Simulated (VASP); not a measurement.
Write the native input for VASP 6.6.1 that does the following.

| Quantity | Value |
| --- | --- |
| Task | single point |
| Functional | LDA |
| Potentials or basis | VASP PAW LDA potentials, release 64 (Y_sv) |
| Cutoff | 500 eV |
| k mesh | 16 × 16 × 16 |
| Occupations | methfessel-paxton, width 0.05 eV |
| Spin | no spin polarisation |
| Dipole correction | no |
| Further INCAR settings | ALGO = Normal; EDIFF = 1e-06; NBANDS = 12 |

The structure of Y lies in POSCAR:

```
Y
1.0
   -1.9550547934      1.9550547934      1.9550547934
    1.9550547934     -1.9550547934      1.9550547934
    1.9550547934      1.9550547934     -1.9550547934
Y
1
Direct
    0.0000000000      0.0000000000      0.0000000000
```

This isn't the form of Y at room conditions, which is hcp.

These files were run (other wordings do the same):

INCAR

```
ALGO     = Normal         # electronic algorithm
EDIFF    = 1E-6           # SCF threshold, eV
ENCUT    = 500            # plane-wave cutoff, eV
GGA      = CA             # functional
GGA_COMPAT= F            
ISIF     = 2              # what is computed and relaxed
ISMEAR   = 1              # smearing method
LASPH    = T              # aspherical terms in the spheres
LCHARG   = T              # write CHGCAR
LELF     = T              # ELF
LREAL    = F              # projectors in reciprocal space
LVHAR    = T            
LWAVE    = F              # write WAVECAR
NBANDS   = 12             # bands
NELM     = 120            # most SCF steps
PREC     = Accurate       # precision mode
SIGMA    = 0.05           # smearing width, eV
```

KPOINTS

```
k-points
0
Gamma
  16 16 16
```

Potentials or basis: VASP PAW LDA potentials, release 64 (Y_sv).

The run is started by

```bash
$ cat potpaw_LDA.64/Y_sv/POTCAR > POTCAR
$ mpirun -np 1 vasp_std > vasp.out
```

Results of the run:

- Pressure: -0.2 GPa
- Band gap on the k mesh: zero (an odd number of electrons rules out a gap without spin polarisation)

Run time: 39 s on 1 thread of Intel(R) Xeon(R) Platinum 8488C (Sapphire Rapids) (shared host), peak memory 0.19 GiB.
